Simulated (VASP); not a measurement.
# Se (C2/c) in VASP: notebook, part 2 of 2

VASP 6.6.1. Earlier steps stand in the parts before.

## (3) Single point, PBEsol (24.59 Å³/atom)

This run uses another cell than the first one, of 24.59 Å³/atom.

Contents of INCAR:

```
PREC     = Accurate       # precision mode
ENCUT    = 520            # plane-wave cutoff, eV
EDIFF    = 1E-7           # SCF threshold, eV
ISMEAR   = -1             # smearing method
SIGMA    = 0.1            # smearing width, eV
LREAL    = F              # projectors in reciprocal space
LASPH    = T              # aspherical terms in the spheres
NELM     = 100            # most SCF steps
ALGO     = Normal         # electronic algorithm
ISIF     = 2              # what is computed and relaxed
LWAVE    = F              # write WAVECAR
LCHARG   = T              # write CHGCAR
GGA      = PS             # functional
LELF     = T              # ELF
LVHAR    = T            
NBANDS   = 13             # bands
```

Contents of KPOINTS:

```
Automatic mesh
0
Gamma
  16 16 8
```

Contents of POSCAR:

```
Se
1.0
   -2.9118591595      2.5637119921      1.3743455092
    2.5637119921     -2.9118591595      1.3743455092
    3.5228833069      3.5228833069     -2.0119776839
Se
2
Direct
    0.0564213915      0.9435786085      0.0000000000
    0.6935786085      0.3064213915      0.5000000000
```

Potentials or basis: VASP PAW PBE potentials, release 64 (Se).

The run is started by

```
> cat potpaw_PBE.64/Se/POTCAR > POTCAR
> mpirun -np 1 vasp_std > vasp.out
```

OUTCAR:

```text
PREC = Accurate
   ENCUT = 520
   EDIFF = 1E-7
   ISMEAR = -1
   LREAL = F
   LASPH = T
   NELM = 100
   ISIF = 2
   GGA = PS

 ion  position               nearest neighbor table
   1  0.056  0.944  0.000-   2 2.51   2 2.51
   2  0.694  0.306  0.500-   1 2.51   1 2.51

  Warning from LATTYP: Got some problem with cell dimensions!
  Tried to take original basis but could not verify dimensions!
  LATTYP: Found a base centered monoclinic cell.
 ALAT       =     2.7924389367
 B/A-ratio  =     2.7730694063
 C/A-ratio  =     1.6293270233
 COS(beta)  =    -0.0146047266

  Lattice vectors:

 A1 = (  -2.9118591595,   2.5637119921,   1.3743455092)
 A2 = (   2.5637119921,  -2.9118591595,   1.3743455092)
 A3 = (   3.1747361395,   3.1747361395,   0.7367133345)

Analysis of symmetry for initial positions (statically):
=====================================================================
 Subroutine PRICEL returns:
 Original cell was already a primitive cell.

 Routine SETGRP: Setting up the symmetry group for a
 base centered monoclinic supercell.

 Subroutine GETGRP returns: Found  4 space group operations
 (whereof  2 operations were pure point group operations)
 out of a pool of  4 trial point group operations.

The static configuration has the point symmetry C_2 .
 The point group associated with its full space group is C_2h.

Analysis of symmetry for dynamics (positions and initial velocities):
=====================================================================
 Subroutine PRICEL returns:
 Original cell was already a primitive cell.

 Routine SETGRP: Setting up the symmetry group for a
 base centered monoclinic supercell.

 Subroutine GETGRP returns: Found  4 space group operations
 (whereof  2 operations were pure point group operations)
 out of a pool of  4 trial point group operations.

The dynamic configuration has the point symmetry C_2 .
 The point group associated with its full space group is C_2h.

 Subroutine INISYM returns: Found  4 space group operations
 (whereof  2 operations are pure point group operations),
 and found     1 'primitive' translations

----------------------------------------------------------------------------------------

                                     Primitive cell

  volume of cell :      49.1863

  direct lattice vectors                    reciprocal lattice vectors
    -2.911859160  2.563711992  1.374345509     0.020675224  0.203304574  0.392178650
     2.563711992 -2.911859160  1.374345509     0.203304574  0.020675224  0.392178650
     3.522883307  3.522883307 -2.011977684     0.152996543  0.152996543  0.038756857

  length of vectors
     4.115867894  4.115867894  5.373031527     0.442226535  0.442226535  0.219813508

  position of ions in fractional coordinates (direct lattice)
     0.056421392  0.943578608  0.000000000
     0.693578608  0.306421392  0.500000000

  ion indices of the primitive-cell ions
   primitive index   ion index
                 1           1
                 2           2

----------------------------------------------------------------------------------------

 KPOINTS: Automatic mesh

Automatic generation of k-mesh.
 Grid dimensions read from file:
 generate k-points for:   16   16    8

[... 43 lines left out ...]
 -0.062500  0.062500  0.000000      2.000000
 [... further k-points ...]
   k-points           NKPTS =    554   k-points in BZ     NKDIM =    554   number of bands    NBANDS=     13
   number of dos      NEDOS =    301   number of ions     NIONS =      2
   total plane-waves  NPLWV =  40960
   dimension x,y,z NGX =    32 NGY =   32 NGZ =   40
   dimension x,y,z NGXF=    64 NGYF=   64 NGZF=   80
   ions per type =               2
   NGX,Y,Z   is equivalent  to a cutoff of  12.93, 12.93, 12.38 a.u.
   NGXF,Y,Z  is equivalent  to a cutoff of  25.85, 25.85, 24.75 a.u.
 SYSTEM =  unknown system
   PREC   = accura    normal or accurate (medium, high low for compatibility)
   ISTART =      0    job   : 0-new  1-cont  2-samecut
   ICHARG =      2    charge: 1-file 2-atom 10-const
   ISPIN  =      1    spin polarized calculation?
   LNONCOLLINEAR =      F non collinear calculations
   LSORBIT =      F    spin-orbit coupling
   LASPH  =      T    aspherical Exc in radial PAW
   ENCUT  =  520.0 eV  38.22 Ry    6.18 a.u.   7.65  7.65  9.99*2*pi/ulx,y,z
   NELM   =    100;   NELMIN=  2; NELMDL= -5     # of ELM steps
   EDIFF  = 0.1E-06   stopping-criterion for ELM
   LREAL  =      F    real-space projection
   EDIFFG = 0.1E-05   stopping-criterion for IOM
   NSW    =      0    number of steps for IOM
   IBRION =     -1    ionic relax: 0-MD 1-quasi-New 2-CG
   NFREE  =      0    steps in history (QN), initial steepest desc. (CG)
   ISIF   =      2    stress and relaxation
   ISYM   =      2    0-nonsym 1-usesym 2-fastsym
   POTIM  = 0.5000    time-step for ionic-motion
   TEBEG  =    0.0;   TEEND  =   0.0 temperature during run
   PSTRESS=    0.0 pullay stress
   NELECT =      12.0000    total number of electrons
   NUPDOWN=      -1.0000    fix difference up-down
   EMIN   =  10.00;   EMAX   =-10.00  energy-range for DOS
   EFERMI =   0.00;   METHOD = LEGACY
   ISMEAR =    -1;   SIGMA  =   0.10  broadening in eV -4-tet -1-fermi 0-gaus
   EFERMI_NEDOS =   21; number of points for ismear=-14 and -15
   IALGO  =     38    algorithm
   IMIX   =      4    mixing-type and parameters
     AMIX     =   0.40;   BMIX     =  1.00
     AMIX_MAG =   1.60;   BMIX_MAG =  1.00
  volume/ion in A,a.u.               =      24.59       165.96
  Fermi-wavevector in a.u.,A,eV,Ry     =   1.022949  1.933093 14.237473  1.046425
  Thomas-Fermi vector in A             =   2.156656
   LORBIT       =      0    0 simple, 1 ext, 2 COOP (PROOUT), +10 PAW based schemes
   GGA     = PS    functional components
   LHFCALC =     F    Hartree Fock is set to
   AEXX    =    0.0000 exact exchange contribution
   IVDW    =     0    specifies the selected vdW correction
   LEPSILON=     F    determine dielectric tensor
   LRPA    =     F    only Hartree local field effects (RPA)
 non-spin polarized calculation
  energy-cutoff  :      520.00
  volume of cell :       49.19
 maximum number of plane-waves:      1347
   NGX = 15   NGY = 15   NGZ = 19

 number of electron      12.0000000 magnetization

 Free energy of the ion-electron system (eV)
  ---------------------------------------------------
  ext. energy  EPLUGINS =         0.00000000
  ---------------------------------------------------
  free energy    TOTEN  =        -7.42736839 eV

  energy without entropy =       -7.39924353  energy(sigma->0) =       -7.41330596

 E-fermi :   3.5986     XC(G=0):  -9.5721

 val. band max:        3.5976812605   @ k =   0.0625   0.0000   0.3750
 cond. band min:       3.6010972048   @ k =  -0.1250   0.1875   0.3750
 fundamental gap:      0.0034159443
 Fermi energy:         3.5985627978

 k-point     1 :       0.0000    0.0000    0.0000
  band No.  band energies     occupation
      1     -12.5026      2.00000
      2      -8.2673      2.00000
      3      -3.0891      2.00000
      4       1.2008      2.00000
      5       1.7185      2.00000
      6       5.5787      0.00000
      7       6.1976      0.00000
      8       7.9934      0.00000
      9       9.4227      0.00000
     10      10.2301      0.00000
     11      12.4784      0.00000
     12      12.5352      0.00000
     13      16.2968      0.00000
[... 354 lines left out ...]
  band No.  band energies     occupation
      1     -12.4897      2.00000
      2      -8.2761      2.00000
      3      -3.0744      2.00000
      4       0.9284      2.00000
      5       1.9085      2.00000
      6       5.5663      0.00000
      7       6.0883      0.00000
      8       8.0005      0.00000
      9       9.3099      0.00000
     10      10.6068      0.00000
     11      12.5075      0.00000
     12      12.6301      0.00000
     13      16.3418      0.00000

 [... further k-points ...]

------------------------ aborting loop because EDIFF is reached ----------------------------------------

  FORCE on cell =-STRESS in cart. coord.  units (eV):
  Direction    XX          YY          ZZ          XY          YZ          ZX
  --------------------------------------------------------------------------------------
  -------------------------------------------------------------------------------------
  Total        0.1035226      0.1035226     -0.1440631      0.1588117      0.1050196      0.1050197
  in kB        3.3721108      3.3721108     -4.6926649      5.1730821      3.4208765      3.4208784
  external PRESSURE =       0.6838522 kB  Pullay stress =       0.0000000 kB

 VOLUME and BASIS-vectors are now :
 -----------------------------------------------------------------------------
  energy-cutoff  :      520.00
  volume of cell :       49.19
      direct lattice vectors                 reciprocal lattice vectors
    -2.911859160  2.563711992  1.374345509     0.020675224  0.203304574  0.392178650
     2.563711992 -2.911859160  1.374345509     0.203304574  0.020675224  0.392178650
     3.522883307  3.522883307 -2.011977684     0.152996543  0.152996543  0.038756857

 POSITION                                       TOTAL-FORCE (eV/Angst)
 -----------------------------------------------------------------------------------
      2.25477     -2.60292      1.37435        -0.019111      0.019111      0.000000
      0.52741      2.64732      0.36836         0.019111     -0.019111     -0.000000
 -----------------------------------------------------------------------------------
    total drift:                               -0.000000      0.000000     -0.000000

  FREE ENERGIE OF THE ION-ELECTRON SYSTEM (eV)
  ---------------------------------------------------
  free  energy   TOTEN  =        -7.4273683886 eV

  energy  without entropy=       -7.3992435291  energy(sigma->0) =       -7.41330596
```

It took 3.3 min on 1 thread of Intel Xeon 6975P-C (Granite Rapids), shared host; peak memory 0.41 GiB.

Results:

```
Free energy            : -7.4274 eV
Pressure               : 0.1 GPa
Largest force          : 0.027 eV/Å
Band gap on the k mesh : zero (bands 6 and 7 overlap by 4.10 eV)
```

Forces in eV/Å, atoms in the order of the input:
```
Se  -0.019  0.019  0.000
Se   0.019 -0.019  0.000
```

Levels at points of the mesh, in eV from the Fermi level:
```tsv
k point	band 2	band 3	band 4	band 5	band 6	band 7	band 8	band 9	band 10	band 11
(0.00, 0.00, 0.00)	-11.87	-6.69	-2.40	-1.88	1.98	2.60	4.39	5.82	6.63	8.88
(0.50, 0.00, 0.00)	-12.28	-5.45	-5.43	-2.67	-2.62	2.43	2.43	5.19	5.20	9.27
(0.50, 0.50, 0.00)	-12.18	-6.25	-4.45	-2.21	0.43	1.70	4.54	8.19	11.31	11.88
(0.00, 0.00, 0.50)	-14.59	-3.61	-3.61	0.27	0.27	3.05	3.05	5.00	5.00	10.54
(0.50, 0.00, 0.50)	-9.73	-6.70	-4.76	-3.53	-1.19	-0.46	3.11	5.00	5.79	8.11
(0.50, 0.50, 0.50)	-14.31	-5.59	-5.59	1.22	1.22	2.89	2.89	8.24	8.24	10.00
```

Caveat: the PAW data sets were made with another functional, which shifts forces and pressure a little.

## (4) Single point, PBEsol

This run uses another cell than the first one, of 24.59 Å³/atom.

Contents of INCAR:

```
SYSTEM = Se
PREC = Accurate
ENCUT = 520
EDIFF = 1E-7
ISMEAR = -1
SIGMA = 0.1
LREAL = .False.
LASPH = .True.
NELM = 60
ALGO = Normal
ISIF = 2
LWAVE = .False.
LCHARG = .False.
GGA = PS
ISYM = 0
NBANDS = 13
```

Contents of KPOINTS:

```
regular mesh
0
Gamma
  12 12 8
  0 0 0
```

POSCAR is that of step 3.

Potentials or basis: VASP PAW PBE potentials, release 64 (Se).

The run is started by

```
> cat potpaw_PBE.64/Se/POTCAR > POTCAR
> mpirun -np 1 vasp_std > vasp.out
```

OUTCAR:

```text
SYSTEM = Se
   PREC = Accurate
   ENCUT = 520
   EDIFF = 1E-7
   ISMEAR = -1
   LREAL = .False.
   LASPH = .True.
   NELM = 60
   ISIF = 2
   GGA = PS
   ISYM = 0

 ion  position               nearest neighbor table
   1  0.056  0.944  0.000-   2 2.51   2 2.51
   2  0.694  0.306  0.500-   1 2.51   1 2.51

IMPORTANT INFORMATION: All symmetrisations will be switched off!
NOSYMM: (Re-)initialisation of all symmetry stuff for point group C_1.

----------------------------------------------------------------------------------------

[... 533 lines left out ...]

  FORCE on cell =-STRESS in cart. coord.  units (eV):
  Direction    XX          YY          ZZ          XY          YZ          ZX
  --------------------------------------------------------------------------------------
  -------------------------------------------------------------------------------------
  Total        0.0402629      0.0402637      0.0319470      0.0247697      0.0014520      0.0014520
  in kB        1.3115108      1.3115354      1.0406299      0.8068402      0.0472977      0.0472969
  external PRESSURE =       1.2212254 kB  Pullay stress =       0.0000000 kB

 VOLUME and BASIS-vectors are now :
 -----------------------------------------------------------------------------
  energy-cutoff  :      520.00
  volume of cell :       49.19
      direct lattice vectors                 reciprocal lattice vectors
    -2.911859160  2.563711992  1.374345509     0.020675224  0.203304574  0.392178650
     2.563711992 -2.911859160  1.374345509     0.203304574  0.020675224  0.392178650
     3.522883307  3.522883307 -2.011977684     0.152996543  0.152996543  0.038756857

 POSITION                                       TOTAL-FORCE (eV/Angst)
 -----------------------------------------------------------------------------------
      2.25477     -2.60292      1.37435         0.008265     -0.008265     -0.000000
      0.52741      2.64732      0.36836        -0.008265      0.008265      0.000000
 -----------------------------------------------------------------------------------
    total drift:                               -0.000004      0.000004     -0.000000

  FREE ENERGIE OF THE ION-ELECTRON SYSTEM (eV)
  ---------------------------------------------------
  free  energy   TOTEN  =        -7.4336445044 eV

  energy  without entropy=       -7.4052741648  energy(sigma->0) =       -7.41945933
```

It took 2.9 min on 1 thread of Intel Xeon 6975P-C (Granite Rapids), shared host; peak memory 0.43 GiB.

What came out:

* Free energy: -7.4336 eV
* Pressure: 0.1 GPa
* Largest force: 0.012 eV/Å
* Band gap on the k mesh: zero (bands 6 and 7 overlap by 4.00 eV)

Forces in eV/Å, atoms in the order of the input:
```
Se   0.008 -0.008  0.000
Se  -0.008  0.008  0.000
```

Levels at points of the mesh, in eV from the Fermi level:
```csv
k point,band 4,band 5,band 6,band 7,band 8,band 9
"(0.00, 0.00, 0.00)",-2.40,-1.89,1.99,2.60,4.40,5.82
"(0.50, 0.00, 0.00)",-5.42,-2.67,-2.62,2.42,2.43,5.19
"(0.00, 0.50, 0.00)",-5.42,-2.67,-2.62,2.42,2.43,5.19
"(0.50, 0.50, 0.00)",-4.46,-2.21,0.43,1.70,4.55,8.19
"(0.00, 0.00, 0.50)",-3.61,0.27,0.27,3.06,3.06,4.99
"(0.50, 0.00, 0.50)",-4.77,-3.52,-1.20,-0.47,3.11,5.01
"(0.00, 0.50, 0.50)",-4.77,-3.52,-1.20,-0.47,3.11,5.01
"(0.50, 0.50, 0.50)",-5.60,1.21,1.21,2.89,2.89,8.24
```

Caveat: the PAW data sets were made with another functional, which shifts forces and pressure a little.

## (5) Overview

```csv
cell,k mesh,gap on the mesh (eV),pressure (GPa),largest force (eV/Å)
"a = 4.060, b = 4.060, c = 5.300 Å, angles 100.4, 100.4, 140.3°, 2 atoms",16 × 16 × 8,none,2.9,0.17
"a = 4.116, b = 4.116, c = 5.373 Å, angles 100.4, 100.4, 140.3°, 2 atoms",16 × 16 × 8,none,0.1,0.03
"a = 4.116, b = 4.116, c = 5.373 Å, angles 100.4, 100.4, 140.3°, 2 atoms",12 × 12 × 8,none,0.1,0.01
```

Alike in all rows: task single point; level PBEsol; potentials or basis VASP PAW PBE potentials, release 64 (Se); no spin polarisation; cutoff (eV) 520; smearing fermi-dirac 0.1 eV.

Caveats: the PAW data sets were made with another functional, which shifts forces and pressure a little.

Absolute energies hang on the potentials; compare differences alone.
